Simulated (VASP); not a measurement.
# Ti (Fm-3m) in VASP: a series of runs

The runs below take Ti through single point, with PBEsol.

Everything below comes from runs of VASP 6.6.1. Logs are shortened: lines on timing, memory, paths and dates and some standing lists are left out, and cuts for length are marked.

## 1. The cell of the first run

It takes space group Fm-3m (No. 225, cubic). The conventional cell has a = 4.027 Å, b = 4.027 Å, c = 4.027 Å, α = 90.00°, β = 90.00°, γ = 90.00°. Within 3.8 Å of Ti (site symmetry m-3m) lie 12 Ti at 2.85 Å.

## 2. Single point, PBEsol

Contents of INCAR:

```
ALGO     = Normal         # electronic algorithm
EDIFF    = 1E-6           # SCF threshold, eV
ENCUT    = 520            # plane-wave cutoff, eV
GGA      = PS             # functional
ISIF     = 2              # what is computed and relaxed
ISMEAR   = 1              # smearing method
LASPH    = T              # aspherical terms in the spheres
LCHARG   = F              # write CHGCAR
LREAL    = F              # projectors in reciprocal space
LWAVE    = F              # write WAVECAR
NBANDS   = 12             # bands
NELM     = 60             # most SCF steps
PREC     = Accurate       # precision mode
SIGMA    = 0.05           # smearing width, eV
```

Contents of KPOINTS:

```
k-points
0
Gamma
  17 17 17
```

Contents of POSCAR:

```
Ti
1.0
    0.0000000000      2.0137164848      2.0137164848
    2.0137164848      0.0000000000      2.0137164848
    2.0137164848      2.0137164848      0.0000000000
Ti
1
Direct
    0.0000000000      0.0000000000      0.0000000000
```

Potentials or basis: VASP PAW PBE potentials, release 64 (Ti_sv).

The run is started by

```bash
> cat potpaw_PBE.64/Ti_sv/POTCAR > POTCAR
> mpirun -np 1 vasp_std > vasp.out
```

OUTCAR:

```text
EDIFF = 1E-6
   ENCUT = 520
   GGA = PS
   ISIF = 2
   ISMEAR = 1
   LASPH = T
   LREAL = F
   NELM = 60
   PREC = Accurate

 ion  position               nearest neighbor table
   1  0.000  0.000  0.000-

  LATTYP: Found a face centered cubic cell.
 ALAT       =     4.0274329696

  Lattice vectors:

 A1 = (   0.0000000000,   2.0137164848,   2.0137164848)
 A2 = (   2.0137164848,   0.0000000000,   2.0137164848)
 A3 = (   2.0137164848,   2.0137164848,   0.0000000000)

Analysis of symmetry for initial positions (statically):
=====================================================================
 Subroutine PRICEL returns:
 Original cell was already a primitive cell.

 Routine SETGRP: Setting up the symmetry group for a
 face centered cubic supercell.

 Subroutine GETGRP returns: Found 48 space group operations
 (whereof 48 operations were pure point group operations)
 out of a pool of 48 trial point group operations.

The static configuration has the point symmetry O_h .

Analysis of symmetry for dynamics (positions and initial velocities):
=====================================================================
 Subroutine PRICEL returns:
 Original cell was already a primitive cell.

 Routine SETGRP: Setting up the symmetry group for a
 face centered cubic supercell.

 Subroutine GETGRP returns: Found 48 space group operations
 (whereof 48 operations were pure point group operations)
 out of a pool of 48 trial point group operations.

The dynamic configuration has the point symmetry O_h .

 Subroutine INISYM returns: Found 48 space group operations
 (whereof 48 operations are pure point group operations),
 and found     1 'primitive' translations

----------------------------------------------------------------------------------------

                                     Primitive cell

  volume of cell :      16.3315

  direct lattice vectors                    reciprocal lattice vectors
     0.000000000  2.013716485  2.013716485    -0.248297118  0.248297118  0.248297118
     2.013716485  0.000000000  2.013716485     0.248297118 -0.248297118  0.248297118
     2.013716485  2.013716485  0.000000000     0.248297118  0.248297118 -0.248297118

  length of vectors
     2.847825164  2.847825164  2.847825164     0.430063224  0.430063224  0.430063224

  position of ions in fractional coordinates (direct lattice)
     0.000000000  0.000000000  0.000000000

  ion indices of the primitive-cell ions
   primitive index   ion index
                 1           1

[... 83 lines left out ...]
   NUPDOWN=      -1.0000    fix difference up-down
   EMIN   =  10.00;   EMAX   =-10.00  energy-range for DOS
   EFERMI =   0.00;   METHOD = LEGACY
   ISMEAR =     1;   SIGMA  =   0.05  broadening in eV -4-tet -1-fermi 0-gaus
   EFERMI_NEDOS =   21; number of points for ismear=-14 and -15
   IALGO  =     38    algorithm
   IMIX   =      4    mixing-type and parameters
     AMIX     =   0.40;   BMIX     =  1.00
     AMIX_MAG =   1.60;   BMIX_MAG =  1.00
  volume/ion in A,a.u.               =      16.33       110.21
  Fermi-wavevector in a.u.,A,eV,Ry     =   1.477271  2.791638 29.692408  2.182330
  Thomas-Fermi vector in A             =   2.591696
   LORBIT       =      0    0 simple, 1 ext, 2 COOP (PROOUT), +10 PAW based schemes
   GGA     = PS    functional components
   LHFCALC =     F    Hartree Fock is set to
   AEXX    =    0.0000 exact exchange contribution
   IVDW    =     0    specifies the selected vdW correction
   LEPSILON=     F    determine dielectric tensor
   LRPA    =     F    only Hartree local field effects (RPA)
 non-spin polarized calculation
 Methfessel and Paxton  Order N= 1 SIGMA  =   0.05
  energy-cutoff  :      520.00
  volume of cell :       16.33
 maximum number of plane-waves:       459
 NGX is ok and might be reduce to    24
   NGX = 11   NGY = 11   NGZ = 11

 number of electron      12.0000000 magnetization

 Free energy of the ion-electron system (eV)
  ---------------------------------------------------
  ext. energy  EPLUGINS =         0.00000000
  ---------------------------------------------------
  free energy    TOTEN  =        -8.28164065 eV

  energy without entropy =       -8.28162104  energy(sigma->0) =       -8.28163412

 E-fermi :   8.7698     XC(G=0): -11.9329

 val. band max:        8.7649210468   @ k =  -0.3529   0.4118   0.1765
 cond. band min:       8.7702242526   @ k =  -0.4118   0.1176   0.0000
 fundamental gap:      0.0053032057
 Fermi energy:         8.7698182578

 k-point     1 :       0.0000    0.0000    0.0000
  band No.  band energies     occupation
      1     -47.6133      2.00000
      2     -23.4877      2.00000
      3     -23.4877      2.00000
      4     -23.4877      2.00000
      5       2.5213      2.00000
      6       9.6748     -0.00000
      7       9.6748     -0.00000
      8       9.6748     -0.00000
      9      11.4423      0.00000
     10      11.4423      0.00000
     11      24.3703      0.00000
     12      29.1076      0.00000
[... 331 lines left out ...]
 k-point    24 :      -0.1176    0.0588    0.0000
  band No.  band energies     occupation
      1     -47.5814      2.00000
      2     -23.6499      2.00000
      3     -23.5282      2.00000
      4     -23.5005      2.00000
      5       3.2497      2.00000
      6       9.2394     -0.00000
      7       9.9089      0.00000
      8       9.9208      0.00000
      9      11.1505      0.00000
     10      11.4806      0.00000
     11      24.7895      0.00000
     12      25.9655      0.00000

 [... further k-points ...]

------------------------ aborting loop because EDIFF is reached ----------------------------------------

  FORCE on cell =-STRESS in cart. coord.  units (eV):
  Direction    XX          YY          ZZ          XY          YZ          ZX
  --------------------------------------------------------------------------------------
  -------------------------------------------------------------------------------------
  Total        0.2116226      0.2116226      0.2116226     -0.0000000     -0.0000000      0.0000000
  in kB       20.7609714     20.7609714     20.7609714     -0.0000000     -0.0000000      0.0000000
  external PRESSURE =      20.7609714 kB  Pullay stress =       0.0000000 kB

 VOLUME and BASIS-vectors are now :
 -----------------------------------------------------------------------------
  energy-cutoff  :      520.00
  volume of cell :       16.33
      direct lattice vectors                 reciprocal lattice vectors
     0.000000000  2.013716485  2.013716485    -0.248297118  0.248297118  0.248297118
     2.013716485  0.000000000  2.013716485     0.248297118 -0.248297118  0.248297118
     2.013716485  2.013716485  0.000000000     0.248297118  0.248297118 -0.248297118

 POSITION                                       TOTAL-FORCE (eV/Angst)
 -----------------------------------------------------------------------------------
      0.00000      0.00000      0.00000        -0.000000      0.000000     -0.000000
 -----------------------------------------------------------------------------------
    total drift:                               -0.000000     -0.000000     -0.000000

  FREE ENERGIE OF THE ION-ELECTRON SYSTEM (eV)
  ---------------------------------------------------
  free  energy   TOTEN  =        -8.2816406545 eV

  energy  without entropy=       -8.2816210434  energy(sigma->0) =       -8.28163412
```

Wall time 71 s (1 thread of AMD EPYC 7R13, shared host); peak memory 0.13 GiB.

What came out:

```yaml
Free_energy: -8.2816 eV
Pressure: 2.1 GPa
Band_gap_on_the_k_mesh: zero (band 6 reaches 9.67 eV, above the bottom of band 7 at 8.27 eV)
```

Levels at points of the mesh, in eV from the Fermi level:
| k point | band 3 | band 4 | band 5 | band 6 | band 7 | band 8 | band 9 | band 10 |
| --- | --- | --- | --- | --- | --- | --- | --- | --- |
| (0.00, 0.00, 0.00) | -32.26 | -32.26 | -6.25 | 0.90 | 0.90 | 0.90 | 2.67 | 2.67 |

Caveat: the PAW data sets were made with another functional, which shifts forces and pressure a little.

## 3. Single point, PBEsol

This run uses another cell than the first one, of 16.66 Å³/atom, 1.020 times its volume.

Contents of INCAR:

```
SYSTEM = Ti
ALGO = Normal ; EDIFF = 1E-7
ENCUT = 520 ; GGA = PS
ISIF = 2 ; ISMEAR = 1
LASPH = .True. ; LCHARG = .True.
LELF = .True. ; LREAL = .False.
LVHAR = .True. ; LWAVE = .False.
NBANDS = 12 ; NELM = 100
PREC = Accurate ; SIGMA = 0.05
```

Contents of KPOINTS:

```
k-points
0
Gamma
  17 17 17
  0 0 0
```

Contents of POSCAR:

```
Ti
1.0
    0.0000000000      2.0273230900      2.0273230900
    2.0273230900      0.0000000000      2.0273230900
    2.0273230900      2.0273230900      0.0000000000
Ti
1
Direct
    0.0000000000      0.0000000000      0.0000000000
```

Potentials or basis: VASP PAW PBE potentials, release 64 (Ti_sv).

The run is started by

```bash
> cat potpaw_PBE.64/Ti_sv/POTCAR > POTCAR
> mpirun -np 1 vasp_std > vasp.out
```

It took 76 s on 1 thread of AMD EPYC 7R13, shared host; peak memory 0.13 GiB.

It converged, with:

```
Free energy            : -8.2836 eV
Pressure               : -0.3 GPa
Band gap on the k mesh : zero (band 6 reaches 9.44 eV, above the bottom of band 7 at 8.05 eV)
```

Levels at points of the mesh, in eV from the Fermi level:
| k point | band 4 | band 5 | band 6 | band 7 | band 8 | band 9 |
| --- | --- | --- | --- | --- | --- | --- |
| (0.00, 0.00, 0.00) | -32.32 | -6.20 | 0.90 | 0.90 | 0.90 | 2.61 |

Caveat: the PAW data sets were made with another functional, which shifts forces and pressure a little.

## 4. Single point, PBEsol

This run uses another cell than the first one, of 16.66 Å³/atom, 1.020 times its volume.

Contents of INCAR:

```
PREC = Accurate
ENCUT = 520
EDIFF = 1E-7
ISMEAR = 1
SIGMA = 0.05
LREAL = F
LASPH = T
NELM = 80
ALGO = Normal
ISIF = 2
LWAVE = F
LCHARG = F
GGA = PS
NBANDS = 12
```

Contents of KPOINTS:

```
regular mesh
0
Gamma
  17 17 17
```

POSCAR is that of step 3.

The run is started by

```bash
> cat potpaw_PBE.64/Ti_sv/POTCAR > POTCAR
> mpirun -np 1 vasp_std > vasp.out
```

Wall time 79 s (1 thread of AMD EPYC 7R13, shared host); peak memory 0.13 GiB.

The run converged. Its results:

* Free energy: -8.2836 eV
* Pressure: -0.3 GPa
* Band gap on the k mesh: zero (band 6 reaches 9.44 eV, above the bottom of band 7 at 8.05 eV)

Levels at points of the mesh, in eV from the Fermi level:
| k point | band 4 | band 5 | band 6 | band 7 | band 8 | band 9 |
| --- | --- | --- | --- | --- | --- | --- |
| (0.00, 0.00, 0.00) | -32.32 | -6.20 | 0.90 | 0.90 | 0.90 | 2.61 |

Caveat: the PAW data sets were made with another functional, which shifts forces and pressure a little.

## 5. Single point, PBEsol

This run uses another cell than the first one, of 17.00 Å³/atom, 1.041 times its volume.

Contents of INCAR:

```
SYSTEM = Ti
ALGO = Normal
EDIFF = 1E-6
ENCUT = 520
GGA = PS
ISIF = 2
ISMEAR = 1
LASPH = .True.
LCHARG = .True.
LELF = .True.
LREAL = .False.
LVHAR = .True.
LWAVE = .False.
NBANDS = 12
NELM = 100
PREC = Accurate
SIGMA = 0.05
```

Contents of KPOINTS:

```
k-points
0
Gamma
  17 17 17
  0 0 0
```

Contents of POSCAR:

```
Ti
1.0
    0.0000000000      2.0407494621      2.0407494621
    2.0407494621      0.0000000000      2.0407494621
    2.0407494621      2.0407494621      0.0000000000
Ti
1
Direct
    0.0000000000      0.0000000000      0.0000000000
```

The run is started by

```bash
> cat potpaw_PBE.64/Ti_sv/POTCAR > POTCAR
> mpirun -np 1 vasp_std > vasp.out
```

Wall time 76 s (1 thread of AMD EPYC 7R13, shared host); peak memory 0.13 GiB.

It converged, with:

```
Free energy            : -8.2809 eV
Pressure               : -2.4 GPa
Band gap on the k mesh : zero (band 6 reaches 9.21 eV, above the bottom of band 7 at 7.84 eV)
```

Levels at points of the mesh, in eV from the Fermi level:
| k point | band 2 | band 3 | band 4 | band 5 | band 6 | band 7 | band 8 | band 9 | band 10 | band 11 |
| --- | --- | --- | --- | --- | --- | --- | --- | --- | --- | --- |
| (0.00, 0.00, 0.00) | -32.38 | -32.38 | -32.38 | -6.15 | 0.88 | 0.88 | 0.88 | 2.56 | 2.56 | 15.38 |

Caveat: the PAW data sets were made with another functional, which shifts forces and pressure a little.

## 6. The runs side by side

```tsv
cell	gap on the mesh (eV)	pressure (GPa)
a = 2.848 Å, angles 60.0°, 1 atom	none	2.1
a = 2.867 Å, angles 60.0°, 1 atom	none	-0.3
a = 2.886 Å, angles 60.0°, 1 atom	none	-2.4
```

Alike in all rows: task single point; level PBEsol; potentials or basis VASP PAW PBE potentials, release 64 (Ti_sv); no spin polarisation; k mesh 17 × 17 × 17; cutoff (eV) 520; smearing methfessel-paxton 0.05 eV.

Caveats: the PAW data sets were made with another functional, which shifts forces and pressure a little.

Absolute energies hang on the potentials; compare differences alone.
